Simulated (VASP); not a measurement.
# SnSe (F-43m) in VASP: a series of runs, part 2 of 2

VASP 6.6.1. The steps go on from the part before.

**3. Single point, PBEsol**

Input file INCAR:

```
SYSTEM = SnSe
ALGO = Normal
EDIFF = 1E-6
ENCUT = 500
GGA = PS
GGA_COMPAT = .False.
ISIF = 2
ISMEAR = -1
LASPH = .True.
LCHARG = .True.
LELF = .True.
LREAL = .False.
LVHAR = .True.
LWAVE = .False.
NBANDS = 17
NELM = 120
PREC = Accurate
SIGMA = 0.02
```

Input file KPOINTS:

```
k-points
0
Gamma
  4 4 4
  0 0 0
```

Input file POSCAR:

```
SnSe
1.0
    0.0000000000      3.3639842963      3.3639842963
    3.3639842963      0.0000000000      3.3639842963
    3.3639842963      3.3639842963      0.0000000000
Sn Se
1 1
Direct
    0.0000000000      0.0000000000      0.0000000000
    0.2500000000      0.2500000000      0.2500000000
```

Potentials or basis: VASP PAW PBE potentials, release 64 (Sn_d, Se).

Launch:

```sh
$ cat potpaw_PBE.64/Sn_d/POTCAR potpaw_PBE.64/Se/POTCAR > POTCAR
$ mpirun -np 1 vasp_std > vasp.out
```

OUTCAR:

```text
SYSTEM = SnSe
   EDIFF = 1E-6
   ENCUT = 500
   GGA = PS
   ISIF = 2
   ISMEAR = -1
   LASPH = .True.
   LREAL = .False.
   NELM = 120
   PREC = Accurate

 ion  position               nearest neighbor table
   1  0.000  0.000  0.000-   2 2.91   2 2.91   2 2.91   2 2.91
   2  0.250  0.250  0.250-   1 2.91   1 2.91   1 2.91   1 2.91

  LATTYP: Found a face centered cubic cell.
 ALAT       =     6.7279685926

  Lattice vectors:

 A1 = (   0.0000000000,   3.3639842963,   3.3639842963)
 A2 = (   3.3639842963,   0.0000000000,   3.3639842963)
 A3 = (   3.3639842963,   3.3639842963,   0.0000000000)

Analysis of symmetry for initial positions (statically):
=====================================================================
 Subroutine PRICEL returns:
 Original cell was already a primitive cell.

 Routine SETGRP: Setting up the symmetry group for a
 face centered cubic supercell.

 Subroutine GETGRP returns: Found 24 space group operations
 (whereof 24 operations were pure point group operations)
 out of a pool of 48 trial point group operations.

The static configuration has the point symmetry T_d .

Analysis of symmetry for dynamics (positions and initial velocities):
=====================================================================
 Subroutine PRICEL returns:
 Original cell was already a primitive cell.

 Routine SETGRP: Setting up the symmetry group for a
 face centered cubic supercell.

 Subroutine GETGRP returns: Found 24 space group operations
 (whereof 24 operations were pure point group operations)
 out of a pool of 48 trial point group operations.

The dynamic configuration has the point symmetry T_d .

 Subroutine INISYM returns: Found 24 space group operations
 (whereof 24 operations are pure point group operations),
 and found     1 'primitive' translations

----------------------------------------------------------------------------------------

[... 91 lines left out ...]
   EFERMI_NEDOS =   21; number of points for ismear=-14 and -15
   IALGO  =     38    algorithm
   IMIX   =      4    mixing-type and parameters
     AMIX     =   0.40;   BMIX     =  1.00
     AMIX_MAG =   1.60;   BMIX_MAG =  1.00
  volume/ion in A,a.u.               =      38.07       256.90
  Fermi-wavevector in a.u.,A,eV,Ry     =   1.048466  1.981313 14.956615  1.099280
  Thomas-Fermi vector in A             =   2.183388
   LORBIT       =      0    0 simple, 1 ext, 2 COOP (PROOUT), +10 PAW based schemes
   GGA     = PS    functional components
   LHFCALC =     F    Hartree Fock is set to
   AEXX    =    0.0000 exact exchange contribution
   IVDW    =     0    specifies the selected vdW correction
   LEPSILON=     F    determine dielectric tensor
   LRPA    =     F    only Hartree local field effects (RPA)
 non-spin polarized calculation
  energy-cutoff  :      500.00
  volume of cell :       76.14
 maximum number of plane-waves:      1964
 NGX is ok and might be reduce to    36
   NGX = 17   NGY = 17   NGZ = 17

 number of electron      20.0000008 magnetization

 Free energy of the ion-electron system (eV)
  ---------------------------------------------------
  ext. energy  EPLUGINS =         0.00000000
  ---------------------------------------------------
  free energy    TOTEN  =        -8.33159658 eV

  energy without entropy =       -8.32865474  energy(sigma->0) =       -8.33012566

 E-fermi :   2.8322     XC(G=0):  -8.0703

 val. band max:        2.8304309087   @ k =  -0.2500   0.5000   0.2500
 cond. band min:       3.2376795999   @ k =   0.2500   0.2500   0.0000
 fundamental gap:      0.4072486912
 Fermi energy:         2.8322482687

 k-point     1 :       0.0000    0.0000    0.0000
  band No.  band energies     occupation
      1     -18.8268      2.00000
      2     -18.8268      2.00000
      3     -18.8268      2.00000
      4     -18.8132      2.00000
      5     -18.8132      2.00000
      6     -10.5106      2.00000
[... 137 lines left out ...]
      4     -18.8140      2.00000
      5     -18.8120      2.00000
      6      -9.8856      2.00000
[... 9 lines left out ...]
     16      11.4807      0.00000
     17      11.7560      0.00000

------------------------ aborting loop because EDIFF is reached ----------------------------------------

  FORCE on cell =-STRESS in cart. coord.  units (eV):
  Direction    XX          YY          ZZ          XY          YZ          ZX
  --------------------------------------------------------------------------------------
  -------------------------------------------------------------------------------------
  Total       -0.7933030     -0.7933030     -0.7933030      0.0000000      0.0000000      0.0000000
  in kB      -16.6939003    -16.6939003    -16.6939003      0.0000000      0.0000000      0.0000000
  external PRESSURE =     -16.6939003 kB  Pullay stress =       0.0000000 kB

 VOLUME and BASIS-vectors are now :
 -----------------------------------------------------------------------------
  energy-cutoff  :      500.00
  volume of cell :       76.14
      direct lattice vectors                 reciprocal lattice vectors
     0.000000000  3.363984296  3.363984296    -0.148633274  0.148633274  0.148633274
     3.363984296  0.000000000  3.363984296     0.148633274 -0.148633274  0.148633274
     3.363984296  3.363984296  0.000000000     0.148633274  0.148633274 -0.148633274

 POSITION                                       TOTAL-FORCE (eV/Angst)
 -----------------------------------------------------------------------------------
      0.00000      0.00000      0.00000         0.000000      0.000000     -0.000000
      1.68199      1.68199      1.68199        -0.000000     -0.000000      0.000000
 -----------------------------------------------------------------------------------
    total drift:                               -0.000000     -0.000000     -0.000000

  FREE ENERGIE OF THE ION-ELECTRON SYSTEM (eV)
  ---------------------------------------------------
  free  energy   TOTEN  =        -8.3315965813 eV

  energy  without entropy=       -8.3286547400  energy(sigma->0) =       -8.33012566
```

OSZICAR:

```text
N       E                     dE             d eps       ncg     rms          rms(c)
DAV:   1     0.130071735892E+03    0.13007E+03   -0.91690E+03   272   0.122E+03
DAV:   2     0.431956198039E+01   -0.12575E+03   -0.12284E+03   306   0.305E+02
DAV:   3    -0.827299798098E+01   -0.12593E+02   -0.12533E+02   312   0.925E+01
DAV:   4    -0.862161428940E+01   -0.34862E+00   -0.34848E+00   314   0.171E+01
DAV:   5    -0.863226780653E+01   -0.10654E-01   -0.10653E-01   370   0.301E+00    0.327E+00
DAV:   6    -0.833301701997E+01    0.29925E+00   -0.87610E-01   403   0.462E+00    0.209E+00
DAV:   7    -0.833274213114E+01    0.27489E-03   -0.61800E-02   281   0.114E+00    0.108E+00
DAV:   8    -0.833149405439E+01    0.12481E-02   -0.67087E-03   328   0.617E-01    0.107E-01
DAV:   9    -0.833143221931E+01    0.61835E-04   -0.15172E-03   362   0.225E-01    0.621E-02
DAV:  10    -0.833158090386E+01   -0.14868E-03   -0.24125E-04   284   0.775E-02    0.105E-02
DAV:  11    -0.833159373140E+01   -0.12828E-04   -0.16610E-05   331   0.265E-02    0.548E-03
DAV:  12    -0.833159649247E+01   -0.27611E-05   -0.38396E-06   293   0.174E-02    0.152E-03
DAV:  13    -0.833159658129E+01   -0.88816E-07   -0.42813E-07   273   0.498E-03
   1 F= -.83315966E+01 E0= -.83301257E+01  d E =-.294184E-02
```

Wall time 16 s (1 thread of Intel Xeon 6975P-C, shared host); peak memory 0.2 GiB.

What came out:

- Free energy: -8.3316 eV
- Pressure: -1.7 GPa
- Band gap on the k mesh: zero (band 10 reaches 2.83 eV, above the bottom of band 11 at 2.77 eV)

Caveat: the k points lie up to 0.40 Å⁻¹ apart; the PAW data sets were made with another functional, which shifts forces and pressure a little; spin-orbit coupling is left out, which moves the levels of the heavy elements.

**4. Single point, PBEsol**

Input file INCAR:

```
PREC     = Accurate       # precision mode
ENCUT    = 500            # plane-wave cutoff, eV
EDIFF    = 1E-6           # SCF threshold, eV
ISMEAR   = -1             # smearing method
SIGMA    = 0.02           # smearing width, eV
LREAL    = F              # projectors in reciprocal space
LASPH    = T              # aspherical terms in the spheres
NELM     = 120            # most SCF steps
ALGO     = Normal         # electronic algorithm
ISIF     = 2              # what is computed and relaxed
LWAVE    = F              # write WAVECAR
LCHARG   = F              # write CHGCAR
GGA      = PS             # functional
NBANDS   = 17             # bands
GGA_COMPAT= F
```

Input file KPOINTS:

```
regular mesh
0
Gamma
  4 4 4
```

POSCAR is that of step 3.

Launch:

```sh
$ cat potpaw_PBE.64/Sn_d/POTCAR potpaw_PBE.64/Se/POTCAR > POTCAR
$ mpirun -np 1 vasp_std > vasp.out
```

Run time: 16 s. Hardware: 1 thread of Intel Xeon 6975P-C, shared host; peak memory 0.2 GiB.

It converged, with:

```yaml
Free_energy: -8.3316 eV
Pressure: -1.7 GPa
Band_gap_on_the_k_mesh: zero (band 10 reaches 2.83 eV, above the bottom of band 11 at 2.77 eV)
```

Levels at points of the mesh, in eV from the Fermi level:
```tsv
k point	band 8	band 9	band 10	band 11	band 12	band 13
(0.00, 0.00, 0.00)	-2.34	-2.34	-2.34	1.45	1.45	1.45
(0.50, 0.00, 0.00)	-2.85	-2.85	-2.23	2.20	2.20	3.26
(0.50, 0.50, 0.00)	-3.54	-3.54	-0.68	-0.06	4.32	4.32
```

Caveat: the k points lie up to 0.40 Å⁻¹ apart; the PAW data sets were made with another functional, which shifts forces and pressure a little; spin-orbit coupling is left out, which moves the levels of the heavy elements.

**5. Single point, PBE, non-collinear spin, zero start, spin-orbit coupling**

Input file INCAR:

```
ALGO = Normal ; EDIFF = 1E-6
ENCUT = 500 ; GGA = PE
GGA_COMPAT = F ; ISIF = 2
ISMEAR = -1 ; LASPH = T
LCHARG = F ; LORBIT = 11
LORBMOM = T ; LREAL = F
LSORBIT = T ; LWAVE = F
MAGMOM = 0 0 0 0 0 0 ; NBANDS = 32
NELM = 200 ; PREC = Accurate
SIGMA = 0.02
```

Input file KPOINTS:

```
k-points
0
Gamma
  4 4 4
```

POSCAR is that of step 4.

Launch:

```sh
$ cat potpaw_PBE.64/Sn_d/POTCAR potpaw_PBE.64/Se/POTCAR > POTCAR
$ mpirun -np 1 vasp_ncl > vasp.out
```

It took 81 s on 1 thread of Intel Xeon 6975P-C, shared host; peak memory 0.39 GiB.

Results (log left out):

```yaml
Free_energy: -7.8398 eV
Pressure: 0.0 GPa
Net_moment: 0.00 μB per cell
Valence_electrons_inside_the_program's_atomic_spheres: Sn 12.05; Se 3.78
```

Moments on the atoms (μB; x, y, z):
```
Sn  0.00 0.00 0.00
Se  0.00 0.00 0.00
```

Caveat: the k points lie up to 0.40 Å⁻¹ apart.

**6. The runs side by side**

| level | spin | k mesh | cutoff (eV) | gap on the mesh (eV) | pressure (GPa) |
| --- | --- | --- | --- | --- | --- |
| PBE | off | 6 × 6 × 6 | 520 | 0.15 | 0.8 |
| PBEsol | off | 4 × 4 × 4 | 500 | none | -1.7 |
| PBE | non-collinear, zero start, SOC | 4 × 4 × 4 | 500 | - | 0.0 |

Alike in all rows: task single point; potentials or basis VASP PAW PBE potentials, release 64 (Sn_d, Se); cell as given; smearing fermi-dirac 0.02 eV.

Caveats: some runs use coarse meshes; spin-orbit coupling is left out, which moves the levels of the heavy elements (some runs); the PAW data sets were made with another functional, which shifts forces and pressure a little (some runs).

Absolute energies hang on the potentials; compare differences alone.
